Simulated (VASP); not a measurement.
# BN (I-4m2) in VASP: single point with HSE06

Aim: the single point of BN with HSE06.

All numbers are computed with VASP 6.6.1; they aren't measurements. Logs are shortened: lines on timing, memory, paths and dates and some standing lists are left out, and cuts for length are marked.

## Step 1: The cell of the first run

The structure is tetragonal, space group I-4m2 (No. 119). Conventional cell: a = 2.552 Å, b = 2.552 Å, c = 3.646 Å, α = 90.00°, β = 90.00°, γ = 90.00°. B (site symmetry -4m2) has 4 N at 1.57 Å within 2.1 Å. N (site symmetry -4m2) has 4 B at 1.57 Å within 2.1 Å.

## Step 2: Single point, HSE06 (uniaxial z strain +1.0%)

Contents of POSCAR:

```
BN
1.0
    0.0000000000      1.8048254650      1.8228737197
    1.8048254650      0.0000000000      1.8228737197
    1.8048254650      1.8048254650      0.0000000000
B N
1 1
Direct
    0.0000000000      0.0000000000      0.0000000000
    0.2500000000      0.2500000000      0.2500000000
```

Contents of INCAR.step1:

```
ALGO = Normal ; EDIFF = 1E-5
ENCUT = 520 ; GGA = PE
ISIF = 2 ; ISMEAR = 0
LASPH = T ; LCHARG = F
LREAL = F ; LWAVE = T
NBANDS = 11 ; NELM = 80
PREC = Accurate ; SIGMA = 0.01
```

Contents of INCAR.step2:

```
ALGO = Normal ; EDIFF = 1E-7
ENCUT = 520 ; GGA = PE
HFSCREEN = 0.2079 ; ISIF = 2
ISMEAR = 0 ; ISTART = 1
LASPH = T ; LCHARG = F
LHFCALC = T ; LREAL = F
LWAVE = F ; NBANDS = 11
NELM = 80 ; PREC = Accurate
PRECFOCK = Normal ; SIGMA = 0.01
```

Contents of KPOINTS:

```
k-points
0
Gamma
  8 8 8
```

Potentials or basis: VASP PAW PBE potentials, release 64 (B, N).

On the command line:

```bash
cat potpaw_PBE.64/B/POTCAR potpaw_PBE.64/N/POTCAR > POTCAR
cp INCAR.step1 INCAR
mpirun -np 1 vasp_std > vasp.out
cp INCAR.step2 INCAR
mpirun -np 1 vasp_std > vasp.out
```

OUTCAR:

```text
EDIFF = 1E-7
   ENCUT = 520
   GGA = PE
   HFSCREEN = 0.2079
   ISIF = 2
   ISMEAR = 0
   ISTART = 1
   LASPH = T
   LHFCALC = T
   LREAL = F
   NELM = 80
   PREC = Accurate
   PRECFOCK = Normal

 ion  position               nearest neighbor table
   1  0.000  0.000  0.000-   2 1.57   2 1.57   2 1.57   2 1.57
   2  0.250  0.250  0.250-   1 1.57   1 1.57   1 1.57   1 1.57

  LATTYP: Found a body centered tetragonal cell.
 ALAT       =     2.5524086503
 C/A-ratio  =     1.4283556980

  Lattice vectors:

 A1 = (  -1.8048254650,   0.0000000000,   1.8228737197)
 A2 = (   1.8048254650,   0.0000000000,   1.8228737197)
 A3 = (   0.0000000000,   1.8048254650,  -1.8228737197)

Analysis of symmetry for initial positions (statically):
=====================================================================
 Subroutine PRICEL returns:
 Original cell was already a primitive cell.

 Routine SETGRP: Setting up the symmetry group for a
 body centered tetragonal supercell.

 Subroutine GETGRP returns: Found  8 space group operations
 (whereof  8 operations were pure point group operations)
 out of a pool of 16 trial point group operations.

The static configuration has the point symmetry D_2d.

Analysis of symmetry for dynamics (positions and initial velocities):
=====================================================================
 Subroutine PRICEL returns:
 Original cell was already a primitive cell.

 Routine SETGRP: Setting up the symmetry group for a
 body centered tetragonal supercell.

 Subroutine GETGRP returns: Found  8 space group operations
 (whereof  8 operations were pure point group operations)
 out of a pool of 16 trial point group operations.

The dynamic configuration has the point symmetry D_2d.

 Subroutine INISYM returns: Found  8 space group operations
 (whereof  8 operations are pure point group operations),
 and found     1 'primitive' translations

----------------------------------------------------------------------------------------

                                     Primitive cell

  volume of cell :      11.8756

  direct lattice vectors                    reciprocal lattice vectors
     0.000000000  1.804825465  1.822873720    -0.277035098  0.277035098  0.274292176
     1.804825465  0.000000000  1.822873720     0.277035098 -0.277035098  0.274292176
     1.804825465  1.804825465  0.000000000     0.277035098  0.277035098 -0.274292176

  length of vectors
     2.565202440  2.565202440  2.552408650     0.478260483  0.478260483  0.478260483

  position of ions in fractional coordinates (direct lattice)
     0.000000000  0.000000000  0.000000000
     0.250000000  0.250000000  0.250000000

  ion indices of the primitive-cell ions
   primitive index   ion index
                 1           1
                 2           2

----------------------------------------------------------------------------------------

 KPOINTS: k-points

Automatic generation of k-mesh.
 Grid dimensions read from file:
 generate k-points for:    8    8    8

 Generating k-lattice:

  Cartesian coordinates                     Fractional coordinates (reciprocal lattice)
    -0.034629387  0.034629387  0.034286522     0.125000000 -0.000000000  0.000000000
     0.034629387 -0.034629387  0.034286522    -0.000000000  0.125000000  0.000000000
     0.034629387  0.034629387 -0.034286522     0.000000000  0.000000000  0.125000000

  Length of vectors
     0.059782560  0.059782560  0.059782560

  Shift w.r.t. Gamma in fractional coordinates (k-lattice)
     0.000000000  0.000000000  0.000000000

 Subroutine IBZKPT returns following result:
 ===========================================

 Found     59 irreducible k-points:

 Following reciprocal coordinates:
            Coordinates               Weight
  0.000000  0.000000  0.000000      1.000000
  0.125000  0.000000  0.000000      8.000000
  0.250000  0.000000  0.000000      8.000000
  0.375000  0.000000  0.000000      8.000000
  0.500000  0.000000  0.000000      4.000000
  0.125000  0.125000  0.000000      2.000000
[... 16 lines left out ...]
  0.250000  0.000000  0.125000     16.000000
  0.375000  0.000000  0.125000     16.000000
 [... further k-points ...]
   k-points           NKPTS =     59   k-points in BZ     NKDIM =    512   number of bands    NBANDS=     11
   number of dos      NEDOS =    301   number of ions     NIONS =      2
   total plane-waves  NPLWV =   8000
   dimension x,y,z NGX =    20 NGY =   20 NGZ =   20
   dimension x,y,z NGXF=    40 NGYF=   40 NGZF=   40
   ions per type =               1   1
   NGX,Y,Z   is equivalent  to a cutoff of  12.96, 12.96, 13.03 a.u.
   NGXF,Y,Z  is equivalent  to a cutoff of  25.92, 25.92, 26.05 a.u.
 SYSTEM =  unknown system
   PREC   = accura    normal or accurate (medium, high low for compatibility)
   ISTART =      1    job   : 0-new  1-cont  2-samecut
   ICHARG =      0    charge: 1-file 2-atom 10-const
   ISPIN  =      1    spin polarized calculation?
   LNONCOLLINEAR =      F non collinear calculations
   LSORBIT =      F    spin-orbit coupling
   LASPH  =      T    aspherical Exc in radial PAW
   ENCUT  =  520.0 eV  38.22 Ry    6.18 a.u.   4.77  4.77  4.75*2*pi/ulx,y,z
   NELM   =     80;   NELMIN=  2; NELMDL=  0     # of ELM steps
   EDIFF  = 0.1E-06   stopping-criterion for ELM
   LREAL  =      F    real-space projection
   EDIFFG = 0.1E-05   stopping-criterion for IOM
   NSW    =      0    number of steps for IOM
   IBRION =     -1    ionic relax: 0-MD 1-quasi-New 2-CG
   NFREE  =      0    steps in history (QN), initial steepest desc. (CG)
   ISIF   =      2    stress and relaxation
   ISYM   =      3    0-nonsym 1-usesym 2-fastsym
   POTIM  = 0.5000    time-step for ionic-motion
   TEBEG  =    0.0;   TEEND  =   0.0 temperature during run
   PSTRESS=    0.0 pullay stress
   NELECT =       8.0000    total number of electrons
   NUPDOWN=      -1.0000    fix difference up-down
   EMIN   =  10.00;   EMAX   =-10.00  energy-range for DOS
   EFERMI =   0.00;   METHOD = LEGACY
   ISMEAR =     0;   SIGMA  =   0.01  broadening in eV -4-tet -1-fermi 0-gaus
   EFERMI_NEDOS =   21; number of points for ismear=-14 and -15
   IALGO  =     38    algorithm
   IMIX   =      1    mixing-type and parameters
     AMIX     =   0.40;   BMIX     =  1.00
     AMIX_MAG =   1.60;   BMIX_MAG =  1.00
  volume/ion in A,a.u.               =       5.94        40.07
  Fermi-wavevector in a.u.,A,eV,Ry     =   1.435112  2.711969 28.021835  2.059547
  Thomas-Fermi vector in A             =   2.554446
   LORBIT       =      0    0 simple, 1 ext, 2 COOP (PROOUT), +10 PAW based schemes
   GGA     = PE    functional components
   LHFCALC =     T    Hartree Fock is set to
   PRECFOCK=normal    Normal, Fast or Accurate (Low or Medium for compatibility)
   ENCUT4O =  -1.0   cutoff for four orbital integrals eV
   NKREDX  =     1    reduce k-point grid by
   NKREDY  =     1    reduce k-point grid by
   NKREDZ  =     1    reduce k-point grid by
   AEXX    =    0.2500 exact exchange contribution
   HFSCREEN=    0.2079 screening length (either q_TF or 0.3 A-1)
   HFSCREENC=   0.2079 screening length for correlation (either q_TF or 0.3 A-1)
   ENCUTFOCK=  -1.0 apply spherical cutoff to Coloumb kernel
   IVDW    =     0    specifies the selected vdW correction
   LEPSILON=     F    determine dielectric tensor
   LRPA    =     F    only Hartree local field effects (RPA)
 non-spin polarized calculation
 Gauss-broadening in eV      SIGMA  =   0.01
  energy-cutoff  :      520.00
  volume of cell :       11.88
 maximum number of plane-waves:       332
  NGX = 16; NGY = 16; NGZ = 16

 number of electron       7.9999999 magnetization

 Free energy of the ion-electron system (eV)
  ---------------------------------------------------
  ext. energy  EPLUGINS =         0.00000000
  ---------------------------------------------------
  free energy    TOTEN  =       -20.32171189 eV

  energy without entropy =      -20.32171189  energy(sigma->0) =      -20.32171189

 E-fermi :   6.6535     XC(G=0): -10.4677

 val. band max:        6.5126058634   @ k =   0.0000   0.0000   0.0000
 cond. band min:      12.1871211701   @ k =   0.5000   0.0000   0.5000
 fundamental gap:      5.6745153067
 Fermi energy:         6.6535381026

 k-point     1 :       0.0000    0.0000    0.0000
  band No.  band energies     occupation
      1     -15.5608      2.00000
      2       6.4112      2.00000
      3       6.5126      2.00000
      4       6.5126      2.00000
      5      16.9787      0.00000
      6      16.9787      0.00000
      7      17.0504      0.00000
      8      18.5116      0.00000
      9      33.1009      0.00000
     10      35.8845      0.00000
     11      36.4263      0.00000

 k-point     2 :       0.1250    0.0000    0.0000
  band No.  band energies     occupation
      1     -15.1543      2.00000
      2       4.4619      2.00000
      3       6.0344      2.00000
      4       6.1183      2.00000
      5      17.3158      0.00000
      6      17.5939      0.00000
      7      17.6450      0.00000
      8      19.8273      0.00000
      9      32.5718      0.00000
     10      32.8066      0.00000
     11      33.0986      0.00000

 k-point     3 :       0.2500    0.0000    0.0000
  band No.  band energies     occupation
      1     -13.9750      2.00000
      2       0.5433      2.00000
      3       5.2121      2.00000
      4       5.3318      2.00000
      5      17.7467      0.00000
      6      18.6228      0.00000
      7      18.6288      0.00000
      8      22.0504      0.00000
      9      31.6555      0.00000
     10      31.9111      0.00000
     11      31.9658      0.00000

 k-point     4 :       0.3750    0.0000    0.0000
  band No.  band energies     occupation
      1     -12.2405      2.00000
      2      -3.2062      2.00000
      3       4.5487      2.00000
      4       4.6981      2.00000
      5      18.0813      0.00000
      6      18.9544      0.00000
      7      19.0196      0.00000
      8      23.4010      0.00000
      9      31.6510      0.00000
     10      33.5747      0.00000
     11      33.5912      0.00000

 k-point     5 :       0.5000    0.0000    0.0000
  band No.  band energies     occupation
      1     -11.0649      2.00000
      2      -5.0969      2.00000
      3       4.3061      2.00000
      4       4.4668      2.00000
      5      18.1962      0.00000
      6      18.9425      0.00000
      7      19.0180      0.00000
      8      23.7939      0.00000
      9      31.9488      0.00000
     10      35.4929      0.00000
     11      35.5238      0.00000
[... 211 lines left out ...]
 k-point    21 :       0.5000    0.5000    0.0000
  band No.  band energies     occupation
      1      -9.6688      2.00000
      2      -3.3515      2.00000
      3       1.2894      2.00000
      4       1.2894      2.00000
      5      12.3630      0.00000
      6      17.3386      0.00000
      7      26.8257      0.00000
      8      26.8257      0.00000
      9      29.4821      0.00000
     10      36.0077      0.00000
     11      42.2815      0.00000

 k-point    22 :       0.1250    0.0000    0.1250
  band No.  band energies     occupation
      1     -15.0155      2.00000
      2       5.1433      2.00000
      3       5.2389      2.00000
      4       5.3174      2.00000
      5      16.2174      0.00000
      6      18.5529      0.00000
      7      18.7319      0.00000
      8      19.7849      0.00000
      9      29.1592      0.00000
     10      34.4042      0.00000
     11      36.7410      0.00000

 k-point    23 :       0.2500    0.0000    0.1250
  band No.  band energies     occupation
      1     -14.0903      2.00000
      2       1.9021      2.00000
      3       4.3230      2.00000
      4       4.9492      2.00000
      5      16.3809      0.00000
      6      19.4934      0.00000
      7      20.0139      0.00000
      8      21.0810      0.00000
      9      27.8670      0.00000
     10      34.5998      0.00000
     11      35.2888      0.00000

 k-point    24 :       0.3750    0.0000    0.1250
  band No.  band energies     occupation
      1     -12.5150      2.00000
      2      -1.8376      2.00000
      3       3.7358      2.00000
      4       4.0687      2.00000
      5      17.0695      0.00000
      6      19.8688      0.00000
      7      20.5135      0.00000
      8      22.3384      0.00000
      9      29.1105      0.00000
     10      34.3354      0.00000
     11      35.8107      0.00000

 [... further k-points ...]
[... 5 lines left out ...]
  --------------------------------------------------------------------------------------
  -------------------------------------------------------------------------------------
  Total       -0.4136991     -0.4136991     -0.8940330      0.0000000     -0.0000000      0.0000000
  in kB      -55.8133541    -55.8133541   -120.6166173      0.0000000     -0.0000000      0.0000000
  external PRESSURE =     -77.4144418 kB  Pullay stress =       0.0000000 kB

 VOLUME and BASIS-vectors are now :
 -----------------------------------------------------------------------------
  energy-cutoff  :      520.00
  volume of cell :       11.88
      direct lattice vectors                 reciprocal lattice vectors
     0.000000000  1.804825465  1.822873720    -0.277035098  0.277035098  0.274292176
     1.804825465  0.000000000  1.822873720     0.277035098 -0.277035098  0.274292176
     1.804825465  1.804825465  0.000000000     0.277035098  0.277035098 -0.274292176

 POSITION                                       TOTAL-FORCE (eV/Angst)
 -----------------------------------------------------------------------------------
      0.00000      0.00000      0.00000         0.000000      0.000000      0.000000
      0.90241      0.90241      0.91144        -0.000000     -0.000000     -0.000000
 -----------------------------------------------------------------------------------
    total drift:                               -0.000000     -0.000000      0.000000

  FREE ENERGIE OF THE ION-ELECTRON SYSTEM (eV)
  ---------------------------------------------------
  free  energy   TOTEN  =       -20.3217118928 eV

  energy  without entropy=      -20.3217118928  energy(sigma->0) =      -20.32171189
```

It took 17 min on 1 thread of AMD EPYC 9R45 (Zen 5), shared host; peak memory 0.2 GiB.

Results:

```
Free energy            : -20.3217 eV
Pressure               : -7.7 GPa
Band gap on the k mesh : 5.67 eV (least direct gap 10.47 eV)
```

Caveat: the cell differs from its parent crystal (uniaxial z strain +1.0%); the stress differs along the axes, from -12 to -6 GPa; the PAW data sets were made with another functional, which shifts forces and pressure a little.
